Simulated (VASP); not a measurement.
# MgB2 (P6/mmm) in VASP: further runs, part 2 of 2

VASP 6.6.1. Earlier steps stand in the parts before.

### 3 Electric field gradients, PBE

The input, INCAR:

```
PREC     = Accurate       # precision mode
ENCUT    = 520            # plane-wave cutoff, eV
EDIFF    = 1E-8           # SCF threshold, eV
ISMEAR   = -1             # smearing method
SIGMA    = 0.15           # smearing width, eV
LREAL    = False          # projectors in reciprocal space
LASPH    = True           # aspherical terms in the spheres
NELM     = 60             # most SCF steps
ALGO     = Normal         # electronic algorithm
ISIF     = 2              # what is computed and relaxed
LWAVE    = False          # write WAVECAR
LCHARG   = False          # write CHGCAR
GGA      = PE             # functional
LEFG     = True         
NBANDS   = 11             # bands
```

The input, KPOINTS:

```
regular mesh
0
Gamma
  15 15 12
```

The input, POSCAR:

```
MgB2
1.0
    3.0754729966      0.0000000000      0.0000000000
   -1.5377364983      2.6634377437      0.0000000000
    0.0000000000      0.0000000000      3.5258527696
Mg B
1 2
Direct
    0.0000000000      0.0000000000      0.0000000000
    0.3333333333      0.6666666667      0.5000000000
    0.6666666667      0.3333333333      0.5000000000
```

Potentials or basis: VASP PAW PBE potentials, release 64 (Mg, B).

Command:

```sh
cat potpaw_PBE.64/Mg/POTCAR potpaw_PBE.64/B/POTCAR > POTCAR
mpirun -np 1 vasp_std > vasp.out
```

OUTCAR:

```text
PREC = Accurate
   ENCUT = 520
   EDIFF = 1E-8
   ISMEAR = -1
   LREAL = False
   LASPH = True
   NELM = 60
   ISIF = 2
   GGA = PE

 ion  position               nearest neighbor table
   1  0.000  0.000  0.000-   2 2.50   3 2.50   2 2.50   3 2.50   2 2.50   2 2.50   3 2.50   3 2.50
                             3 2.50   3 2.50   2 2.50   2 2.50
   2  0.333  0.667  0.500-   3 1.78   3 1.78   3 1.78   1 2.50   1 2.50   1 2.50   1 2.50   1 2.50
                             1 2.50
   3  0.667  0.333  0.500-   2 1.78   2 1.78   2 1.78   1 2.50   1 2.50   1 2.50   1 2.50   1 2.50
                             1 2.50

  LATTYP: Found a hexagonal cell.
 ALAT       =     3.0754729966
 C/A-ratio  =     1.1464424410

  Lattice vectors:

 A1 = (   3.0754729966,   0.0000000000,   0.0000000000)
 A2 = (  -1.5377364983,   2.6634377437,   0.0000000000)
 A3 = (   0.0000000000,   0.0000000000,   3.5258527696)

Analysis of symmetry for initial positions (statically):
=====================================================================
 Subroutine PRICEL returns:
 Original cell was already a primitive cell.

 Routine SETGRP: Setting up the symmetry group for a
 hexagonal supercell.

 Subroutine GETGRP returns: Found 24 space group operations
 (whereof 24 operations were pure point group operations)
 out of a pool of 24 trial point group operations.

The static configuration has the point symmetry D_6h.

Analysis of symmetry for dynamics (positions and initial velocities):
=====================================================================
 Subroutine PRICEL returns:
 Original cell was already a primitive cell.

 Routine SETGRP: Setting up the symmetry group for a
 hexagonal supercell.

 Subroutine GETGRP returns: Found 24 space group operations
 (whereof 24 operations were pure point group operations)
 out of a pool of 24 trial point group operations.

The dynamic configuration has the point symmetry D_6h.

 Subroutine INISYM returns: Found 24 space group operations
 (whereof 24 operations are pure point group operations),
 and found     1 'primitive' translations

----------------------------------------------------------------------------------------

                                     Primitive cell

  volume of cell :      28.8814

  direct lattice vectors                    reciprocal lattice vectors
     3.075472997  0.000000000  0.000000000     0.325153237  0.187727309  0.000000000
    -1.537736498  2.663437744  0.000000000     0.000000000  0.375454618  0.000000000
     0.000000000  0.000000000  3.525852770     0.000000000  0.000000000  0.283619330

  length of vectors
     3.075472997  3.075472997  3.525852770     0.375454618  0.375454618  0.283619330

  position of ions in fractional coordinates (direct lattice)
     0.000000000  0.000000000  0.000000000
     0.333333333  0.666666667  0.500000000
     0.666666667  0.333333333  0.500000000

  ion indices of the primitive-cell ions
   primitive index   ion index
                 1           1
                 2           2
                 3           3

[... 88 lines left out ...]
   IALGO  =     38    algorithm
   IMIX   =      4    mixing-type and parameters
     AMIX     =   0.40;   BMIX     =  1.00
     AMIX_MAG =   1.60;   BMIX_MAG =  1.00
  volume/ion in A,a.u.               =       9.63        64.97
  Fermi-wavevector in a.u.,A,eV,Ry     =   1.067166  2.016651 15.494901  1.138843
  Thomas-Fermi vector in A             =   2.202774
   LORBIT       =      0    0 simple, 1 ext, 2 COOP (PROOUT), +10 PAW based schemes
   GGA     = PE    functional components
   LHFCALC =     F    Hartree Fock is set to
   AEXX    =    0.0000 exact exchange contribution
   IVDW    =     0    specifies the selected vdW correction
   LEPSILON=     F    determine dielectric tensor
   LRPA    =     F    only Hartree local field effects (RPA)
 non-spin polarized calculation
  energy-cutoff  :      520.00
  volume of cell :       28.88
 maximum number of plane-waves:       792
 NGX is ok and might be reduce to    24
   NGX = 11   NGY = 11   NGZ = 13

 number of electron       8.0000000 magnetization

 Free energy of the ion-electron system (eV)
  ---------------------------------------------------
  ext. energy  EPLUGINS =         0.00000000
  ---------------------------------------------------
  free energy    TOTEN  =       -15.34915449 eV

  energy without entropy =      -15.29930975  energy(sigma->0) =      -15.32423212

 E-fermi :   5.2915     XC(G=0): -10.9312

 val. band max:        5.2850174998   @ k =   0.1333   0.0000   0.3333
 cond. band min:       5.3002208272   @ k =   0.0667   0.0000   0.0833
 fundamental gap:      0.0152033274
 Fermi energy:         5.2915018117

 k-point     1 :       0.0000    0.0000    0.0000
  band No.  band energies     occupation
      1      -7.1509      2.00000
      2       2.3152      2.00000
      3       5.6782      0.14115
      4       5.6782      0.14115
      5       6.9072      0.00004
      6      11.6591      0.00000
      7      11.6591      0.00000
      8      13.4953      0.00000
      9      15.2996      0.00000
     10      18.0586      0.00000
     11      21.4821      0.00000
[... 309 lines left out ...]
 k-point    24 :       0.4000    0.2000    0.0000
  band No.  band energies     occupation
      1      -2.7859      2.00000
      2      -2.1027      2.00000
      3       0.8806      2.00000
      4       6.0662      0.01136
      5       8.0224      0.00000
      6      10.9206      0.00000
      7      11.2532      0.00000
      8      13.3967      0.00000
      9      14.8495      0.00000
     10      17.1637      0.00000
     11      19.0958      0.00000

 [... further k-points ...]
[... 5 lines left out ...]
  --------------------------------------------------------------------------------------
  -------------------------------------------------------------------------------------
  Total       -0.0339471     -0.0339471     -0.0688329      0.0000000     -0.0000000      0.0000000
  in kB       -1.8831928     -1.8831928     -3.8184599      0.0000000     -0.0000000      0.0000000
  external PRESSURE =      -2.5282819 kB  Pullay stress =       0.0000000 kB

 VOLUME and BASIS-vectors are now :
 -----------------------------------------------------------------------------
  energy-cutoff  :      520.00
  volume of cell :       28.88
      direct lattice vectors                 reciprocal lattice vectors
     3.075472997  0.000000000  0.000000000     0.325153237  0.187727309  0.000000000
    -1.537736498  2.663437744  0.000000000     0.000000000  0.375454618  0.000000000
     0.000000000  0.000000000  3.525852770     0.000000000  0.000000000  0.283619330

 POSITION                                       TOTAL-FORCE (eV/Angst)
 -----------------------------------------------------------------------------------
      0.00000      0.00000      0.00000        -0.000000      0.000000      0.000000
     -0.00000      1.77563      1.76293         0.000000      0.000000      0.000000
      1.53774      0.88781      1.76293        -0.000000      0.000000      0.000000
 -----------------------------------------------------------------------------------
    total drift:                                0.000000     -0.000000      0.000000

  FREE ENERGIE OF THE ION-ELECTRON SYSTEM (eV)
  ---------------------------------------------------
  free  energy   TOTEN  =       -15.3491544943 eV

  energy  without entropy=      -15.2993097544  energy(sigma->0) =      -15.32423212

 Electric field gradients (V/A^2)
---------------------------------------------------------------------
 ion       V_xx      V_yy      V_zz      V_xy      V_xz      V_yz
---------------------------------------------------------------------
   1       0.143     0.143    -0.286    -0.000     0.000    -0.000
   2      -9.675    -9.675    19.350    -0.000     0.000     0.000
   3      -9.675    -9.675    19.350    -0.000     0.000    -0.000
---------------------------------------------------------------------

 Electric field gradients after diagonalization (V/A^2)
 (convention: |V_zz| > |V_xx| > |V_yy|)
----------------------------------------------------------------------
 ion       V_xx      V_yy      V_zz     asymmetry (V_yy - V_xx)/ V_zz
----------------------------------------------------------------------
   1       0.143     0.143    -0.286       0.000
   2      -9.675    -9.675    19.350       0.000
   3      -9.675    -9.675    19.350       0.000
----------------------------------------------------------------------

           NMR quadrupolar parameters

 Cq : quadrupolar parameter    Cq=e*Q*V_zz/h
 eta: asymmetry parameters     (V_yy - V_xx)/ V_zz
 Q  : nuclear electric quadrupole moment in mb (millibarn)
----------------------------------------------------------------------
 ion       Cq(MHz)       eta       Q (mb)
----------------------------------------------------------------------
   1      -0.001       0.000       1.000
   2       0.047       0.000       1.000
   3       0.047       0.000       1.000
----------------------------------------------------------------------
```

Wall time 41 s (1 thread of AMD EPYC 7R13 (Zen 3), shared host); peak memory 0.16 GiB.

Results:

```
Free energy            : -15.3492 eV
Pressure               : -0.3 GPa
Band gap on the k mesh : zero (band 4 reaches 7.08 eV, above the bottom of band 5 at 3.30 eV)
```

Levels at points of the mesh, in eV from the Fermi level:
```csv
k point,band 2,band 3,band 4,band 5,band 6,band 7
"(0.00, 0.00, 0.00)",-2.98,0.39,0.39,1.62,6.37,6.37
"(0.00, 0.00, 0.50)",-7.44,0.76,0.76,6.69,6.69,8.03
```

Electric field gradients, principal values (V/Å²):
| atom | least | middle | greatest (by size) |
| --- | --- | --- | --- |
| 1 Mg | 0.143 | 0.143 | -0.286 |
| 2 B | -9.675 | -9.675 | 19.350 |
| 3 B | -9.675 | -9.675 | 19.350 |

Caveat: without QUAD_EFG the Cq values of the log hold for a quadrupole moment of 1 mb, not for the nuclei.
